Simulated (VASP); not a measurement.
# TaN (P-6m2) in VASP: further runs

TaN is run at these levels: PBEsol; tasks: single point.

Everything below comes from runs of VASP 6.6.1. Logs are shortened: lines on timing, memory, paths and dates and some standing lists are left out, and cuts for length are marked.

### 1 The cell of the first run

The structure is hexagonal, space group P-6m2 (No. 187). The conventional cell has a = 3.056 Å, b = 3.056 Å, c = 2.883 Å, α = 90.00°, β = 90.00°, γ = 120.00°. Within 3.0 Å of Ta (site symmetry -6m2) lie 6 N at 2.28 Å and 2 Ta at 2.88 Å. N (site symmetry -6m2) has 6 Ta at 2.28 Å and 2 N at 2.88 Å within 3.0 Å.

### 2 Single point, PBEsol

The input, INCAR:

```
PREC = Accurate ; ENCUT = 520
EDIFF = 1E-7 ; ISMEAR = -1
SIGMA = 0.05 ; LREAL = False
LASPH = True ; NELM = 80
ALGO = Normal ; ISIF = 2
LWAVE = False ; LCHARG = False
GGA = PS ; NBANDS = 15
```

The input, KPOINTS:

```
Automatic mesh
0
Gamma
  8 8 8
```

The input, POSCAR:

```
TaN
1.0
    3.0555200000      0.0000000000      0.0000000000
   -1.5277600000      2.6461579418      0.0000000000
    0.0000000000      0.0000000000      2.8830000000
Ta N
1 1
Direct
    0.0000000000      0.0000000000      0.5000000000
    0.6666666667      0.3333333333      0.0000000000
```

Potentials or basis: VASP PAW PBE potentials, release 64 (Ta_pv, N).

Launch:

```
$ cat potpaw_PBE.64/Ta_pv/POTCAR potpaw_PBE.64/N/POTCAR > POTCAR
$ mpirun -np 1 vasp_std > vasp.out
```

OUTCAR:

```text
PREC = Accurate
   ENCUT = 520
   EDIFF = 1E-7
   ISMEAR = -1
   LREAL = False
   LASPH = True
   NELM = 80
   ISIF = 2
   GGA = PS

 ion  position               nearest neighbor table
   1  0.000  0.000  0.500-   2 2.28   2 2.28   2 2.28   2 2.28   2 2.28   2 2.28
   2  0.667  0.333  0.000-   1 2.28   1 2.28   1 2.28   1 2.28   1 2.28   1 2.28

  LATTYP: Found a hexagonal cell.
 ALAT       =     3.0555200000
 C/A-ratio  =     0.9435382521

  Lattice vectors:

 A1 = (   3.0555200000,   0.0000000000,   0.0000000000)
 A2 = (  -1.5277600000,   2.6461579418,   0.0000000000)
 A3 = (   0.0000000000,   0.0000000000,   2.8830000000)

Analysis of symmetry for initial positions (statically):
=====================================================================
 Subroutine PRICEL returns:
 Original cell was already a primitive cell.

 Routine SETGRP: Setting up the symmetry group for a
 hexagonal supercell.

 Subroutine GETGRP returns: Found 12 space group operations
 (whereof 12 operations were pure point group operations)
 out of a pool of 24 trial point group operations.

The static configuration has the point symmetry D_3h.

Analysis of symmetry for dynamics (positions and initial velocities):
=====================================================================
 Subroutine PRICEL returns:
 Original cell was already a primitive cell.

 Routine SETGRP: Setting up the symmetry group for a
 hexagonal supercell.

 Subroutine GETGRP returns: Found 12 space group operations
 (whereof 12 operations were pure point group operations)
 out of a pool of 24 trial point group operations.

The dynamic configuration has the point symmetry D_3h.

 Subroutine INISYM returns: Found 12 space group operations
 (whereof 12 operations are pure point group operations),
 and found     1 'primitive' translations

----------------------------------------------------------------------------------------

                                     Primitive cell

  volume of cell :      23.3102

  direct lattice vectors                    reciprocal lattice vectors
     3.055520000  0.000000000  0.000000000     0.327276536  0.188953196  0.000000000
    -1.527760000  2.646157942  0.000000000     0.000000000  0.377906392  0.000000000
     0.000000000  0.000000000  2.883000000     0.000000000  0.000000000  0.346860909

  length of vectors
     3.055520000  3.055520000  2.883000000     0.377906392  0.377906392  0.346860909

  position of ions in fractional coordinates (direct lattice)
     0.000000000  0.000000000  0.500000000
     0.666666667  0.333333333  0.000000000

  ion indices of the primitive-cell ions
   primitive index   ion index
                 1           1
                 2           2

----------------------------------------------------------------------------------------

 KPOINTS: Automatic mesh

Automatic generation of k-mesh.
 Grid dimensions read from file:
 generate k-points for:    8    8    8

 Generating k-lattice:

  Cartesian coordinates                     Fractional coordinates (reciprocal lattice)
     0.040909567  0.023619149  0.000000000     0.125000000 -0.000000000  0.000000000
     0.000000000  0.047238299  0.000000000     0.000000000  0.125000000  0.000000000
     0.000000000  0.000000000  0.043357614     0.000000000  0.000000000  0.125000000

  Length of vectors
     0.047238299  0.047238299  0.043357614

  Shift w.r.t. Gamma in fractional coordinates (k-lattice)
     0.000000000  0.000000000  0.000000000

 Subroutine IBZKPT returns following result:
 ===========================================

 Found     50 irreducible k-points:

 Following reciprocal coordinates:
            Coordinates               Weight
  0.000000  0.000000  0.000000      1.000000
  0.125000 -0.000000  0.000000      6.000000
  0.250000 -0.000000  0.000000      6.000000
  0.375000 -0.000000  0.000000      6.000000
  0.500000 -0.000000  0.000000      3.000000
  0.125000  0.125000  0.000000      6.000000
[... 16 lines left out ...]
  0.250000 -0.000000  0.250000     12.000000
  0.375000 -0.000000  0.250000     12.000000
 [... further k-points ...]
   k-points           NKPTS =     50   k-points in BZ     NKDIM =     50   number of bands    NBANDS=     15
   number of dos      NEDOS =    301   number of ions     NIONS =      2
   total plane-waves  NPLWV =  13824
   dimension x,y,z NGX =    24 NGY =   24 NGZ =   24
   dimension x,y,z NGXF=    48 NGYF=   48 NGZF=   48
   ions per type =               1   1
   NGX,Y,Z   is equivalent  to a cutoff of  13.06, 13.06, 13.84 a.u.
   NGXF,Y,Z  is equivalent  to a cutoff of  26.12, 26.12, 27.68 a.u.
 SYSTEM =  unknown system
   PREC   = accura    normal or accurate (medium, high low for compatibility)
   ISTART =      0    job   : 0-new  1-cont  2-samecut
   ICHARG =      2    charge: 1-file 2-atom 10-const
   ISPIN  =      1    spin polarized calculation?
   LNONCOLLINEAR =      F non collinear calculations
   LSORBIT =      F    spin-orbit coupling
   LASPH  =      T    aspherical Exc in radial PAW
   ENCUT  =  520.0 eV  38.22 Ry    6.18 a.u.   5.68  5.68  5.36*2*pi/ulx,y,z
   NELM   =     80;   NELMIN=  2; NELMDL= -5     # of ELM steps
   EDIFF  = 0.1E-06   stopping-criterion for ELM
   LREAL  =      F    real-space projection
   EDIFFG = 0.1E-05   stopping-criterion for IOM
   NSW    =      0    number of steps for IOM
   IBRION =     -1    ionic relax: 0-MD 1-quasi-New 2-CG
   NFREE  =      0    steps in history (QN), initial steepest desc. (CG)
   ISIF   =      2    stress and relaxation
   ISYM   =      2    0-nonsym 1-usesym 2-fastsym
   POTIM  = 0.5000    time-step for ionic-motion
   TEBEG  =    0.0;   TEEND  =   0.0 temperature during run
   PSTRESS=    0.0 pullay stress
   NELECT =      16.0000    total number of electrons
   NUPDOWN=      -1.0000    fix difference up-down
   EMIN   =  10.00;   EMAX   =-10.00  energy-range for DOS
   EFERMI =   0.00;   METHOD = LEGACY
   ISMEAR =    -1;   SIGMA  =   0.05  broadening in eV -4-tet -1-fermi 0-gaus
   EFERMI_NEDOS =   21; number of points for ismear=-14 and -15
   IALGO  =     38    algorithm
   IMIX   =      4    mixing-type and parameters
     AMIX     =   0.40;   BMIX     =  1.00
     AMIX_MAG =   1.60;   BMIX_MAG =  1.00
  volume/ion in A,a.u.               =      11.66        78.65
  Fermi-wavevector in a.u.,A,eV,Ry     =   1.444108  2.728968 28.374238  2.085448
  Thomas-Fermi vector in A             =   2.562440
   LORBIT       =      0    0 simple, 1 ext, 2 COOP (PROOUT), +10 PAW based schemes
   GGA     = PS    functional components
   LHFCALC =     F    Hartree Fock is set to
   AEXX    =    0.0000 exact exchange contribution
   IVDW    =     0    specifies the selected vdW correction
   LEPSILON=     F    determine dielectric tensor
   LRPA    =     F    only Hartree local field effects (RPA)
 non-spin polarized calculation
  energy-cutoff  :      520.00
  volume of cell :       23.31
 maximum number of plane-waves:       638
 NGX is ok and might be reduce to    24
   NGX = 11   NGY = 11   NGZ = 11

 number of electron      15.9999999 magnetization

 Free energy of the ion-electron system (eV)
  ---------------------------------------------------
  ext. energy  EPLUGINS =         0.00000000
  ---------------------------------------------------
  free energy    TOTEN  =       -23.59478270 eV

  energy without entropy =      -23.59386572  energy(sigma->0) =      -23.59432421

 E-fermi :   7.3137     XC(G=0): -13.0746

 val. band max:        7.2564554672   @ k =   0.0000   0.0000   0.5000
 cond. band min:       7.3274874645   @ k =   0.0000   0.0000   0.3750
 fundamental gap:      0.0710319972
 Fermi energy:         7.3137045182

 k-point     1 :       0.0000    0.0000    0.0000
  band No.  band energies     occupation
      1     -27.6075      2.00000
      2     -27.5107      2.00000
      3     -27.5107      2.00000
      4      -9.8876      2.00000
      5       2.7906      2.00000
      6       2.7906      2.00000
      7       3.5072      2.00000
      8       4.7448      2.00000
      9       8.6630      0.00000
     10      10.7452      0.00000
     11      10.7452      0.00000
     12      10.9384      0.00000
     13      10.9384      0.00000
     14      19.8713      0.00000
     15      20.4417      0.00000

 k-point     2 :       0.1250   -0.0000    0.0000
  band No.  band energies     occupation
      1     -27.6203      2.00000
      2     -27.5943      2.00000
      3     -27.5348      2.00000
      4      -9.6206      2.00000
      5       1.9963      2.00000
      6       2.9982      2.00000
      7       3.8312      2.00000
      8       4.3765      2.00000
      9       9.6480      0.00000
     10      10.2339      0.00000
     11      10.7695      0.00000
     12      10.8135      0.00000
     13      11.2994      0.00000
     14      19.7460      0.00000
     15      20.4283      0.00000

 k-point     3 :       0.2500   -0.0000    0.0000
  band No.  band energies     occupation
      1     -27.8762      2.00000
      2     -27.5922      2.00000
      3     -27.5624      2.00000
      4      -8.9541      2.00000
      5       0.6894      2.00000
      6       3.4822      2.00000
      7       3.6417      2.00000
      8       4.3623      2.00000
      9       9.4128      0.00000
     10      10.5271      0.00000
     11      10.9764      0.00000
     12      11.6323      0.00000
     13      11.9020      0.00000
     14      19.7159      0.00000
     15      20.4231      0.00000

 k-point     4 :       0.3750   -0.0000    0.0000
  band No.  band energies     occupation
      1     -28.1209      2.00000
      2     -27.6489      2.00000
      3     -27.5304      2.00000
      4      -8.2418      2.00000
      5      -0.2785      2.00000
      6       3.0403      2.00000
      7       3.9246      2.00000
      8       4.3233      2.00000
      9       9.8975      0.00000
     10      10.2593      0.00000
     11      11.4695      0.00000
     12      12.2072      0.00000
     13      13.1960      0.00000
     14      19.1246      0.00000
     15      20.4217      0.00000
[... 307 lines left out ...]
 k-point    22 :       0.1250   -0.0000    0.2500
  band No.  band energies     occupation
      1     -28.0342      2.00000
      2     -27.5738      2.00000
      3     -27.4938      2.00000
      4      -8.6947      2.00000
      5       0.8939      2.00000
      6       2.6712      2.00000
      7       3.1941      2.00000
      8       6.4223      2.00000
      9       8.1134      0.00000
     10       8.6261      0.00000
     11      11.1119      0.00000
     12      11.9245      0.00000
     13      12.0596      0.00000
     14      20.0056      0.00000
     15      20.4475      0.00000

 k-point    23 :       0.2500   -0.0000    0.2500
  band No.  band energies     occupation
      1     -27.9893      2.00000
      2     -27.8140      2.00000
      3     -27.5489      2.00000
      4      -8.3548      2.00000
      5       0.7699      2.00000
      6       2.0753      2.00000
      7       3.0733      2.00000
      8       5.7998      2.00000
      9       8.8572      0.00000
     10       9.3136      0.00000
     11      11.2247      0.00000
     12      12.5510      0.00000
     13      13.9216      0.00000
     14      19.3234      0.00000
     15      20.4153      0.00000

 k-point    24 :       0.3750   -0.0000    0.2500
  band No.  band energies     occupation
      1     -28.0539      2.00000
      2     -27.9348      2.00000
      3     -27.6033      2.00000
      4      -8.0366      2.00000
      5       0.0414      2.00000
      6       2.1439      2.00000
      7       2.8777      2.00000
      8       5.8738      2.00000
      9       9.6013      0.00000
     10      10.1943      0.00000
     11      11.6236      0.00000
     12      12.8331      0.00000
     13      15.4270      0.00000
     14      18.8294      0.00000
     15      20.4123      0.00000

 [... further k-points ...]
[... 5 lines left out ...]
  --------------------------------------------------------------------------------------
  -------------------------------------------------------------------------------------
  Total       -4.6618131     -4.6618131     -1.9307553      0.0000000     -0.0000000      0.0000000
  in kB     -320.4202113   -320.4202114   -132.7065285      0.0000000     -0.0000000      0.0000000
  external PRESSURE =    -257.8489837 kB  Pullay stress =       0.0000000 kB

 VOLUME and BASIS-vectors are now :
 -----------------------------------------------------------------------------
  energy-cutoff  :      520.00
  volume of cell :       23.31
      direct lattice vectors                 reciprocal lattice vectors
     3.055520000  0.000000000  0.000000000     0.327276536  0.188953196  0.000000000
    -1.527760000  2.646157942  0.000000000     0.000000000  0.377906392  0.000000000
     0.000000000  0.000000000  2.883000000     0.000000000  0.000000000  0.346860909

 POSITION                                       TOTAL-FORCE (eV/Angst)
 -----------------------------------------------------------------------------------
      0.00000      0.00000      1.44150        -0.000000      0.000000      0.000000
      1.52776      0.88205      0.00000         0.000000      0.000000      0.000000
 -----------------------------------------------------------------------------------
    total drift:                               -0.000000      0.000000      0.000000

  FREE ENERGIE OF THE ION-ELECTRON SYSTEM (eV)
  ---------------------------------------------------
  free  energy   TOTEN  =       -23.5947826988 eV

  energy  without entropy=      -23.5938657206  energy(sigma->0) =      -23.59432421
```

It took 7.8 s on 1 thread of Intel Xeon Platinum 8488C (Sapphire Rapids), shared host; peak memory 0.15 GiB.

What came out:

```yaml
Free_energy: -23.5948 eV
Pressure: -25.8 GPa
Band_gap_on_the_k_mesh: zero (band 8 reaches 7.33 eV, above the bottom of band 9 at 7.26 eV)
```

Caveat: the PAW data sets were made with another functional, which shifts forces and pressure a little; spin-orbit coupling is left out, which moves the levels of the heavy elements.

### 3 Single point, PBEsol

This run uses another cell than the first one, of 9.93 Å³/atom, 0.852 times its volume.

The input, INCAR:

```
PREC = Accurate ; ENCUT = 520
EDIFF = 1E-7 ; ISMEAR = -1
SIGMA = 0.05 ; LREAL = F
LASPH = T ; NELM = 100
ALGO = Normal ; ISIF = 2
LWAVE = F ; LCHARG = F
GGA = PS ; NBANDS = 15
```

The input, KPOINTS:

```
Automatic mesh
0
Gamma
  9 9 8
```

The input, POSCAR:

```
TaN
1.0
    2.8204800000      0.0000000000      0.0000000000
   -1.4102400000      2.4426073308      0.0000000000
    0.0000000000      0.0000000000      2.8830000000
Ta N
1 1
Direct
    0.0000000000      0.0000000000      0.5000000000
    0.6666666667      0.3333333333      0.0000000000
```

Potentials or basis: VASP PAW PBE potentials, release 64 (Ta_pv, N).

Launch:

```
$ cat potpaw_PBE.64/Ta_pv/POTCAR potpaw_PBE.64/N/POTCAR > POTCAR
$ mpirun -np 1 vasp_std > vasp.out
```

Wall time 8.6 s (1 thread of Intel Xeon Platinum 8488C (Sapphire Rapids), shared host); peak memory 0.15 GiB.

It converged, with:

```
Free energy            : -23.6420 eV
Pressure               : 28.7 GPa
Band gap on the k mesh : zero (band 8 reaches 9.21 eV, above the bottom of band 9 at 8.78 eV)
```

Stress tensor (GPa, compression positive):
```
37.44  0.00  0.00
 0.00 37.44  0.00
 0.00  0.00 11.23
```

Levels at points of the mesh, in eV from the Fermi level:
```tsv
k point	band 6	band 7	band 8	band 9	band 10	band 11
(0.00, 0.00, 0.00)	-4.67	-4.67	-3.33	3.14	3.64	3.64
(0.00, 0.00, 0.50)	-3.76	-3.76	-0.28	-0.28	1.94	3.76
```

Caveat: the PAW data sets were made with another functional, which shifts forces and pressure a little; spin-orbit coupling is left out, which moves the levels of the heavy elements.

(Continued in part 2 of 2.)
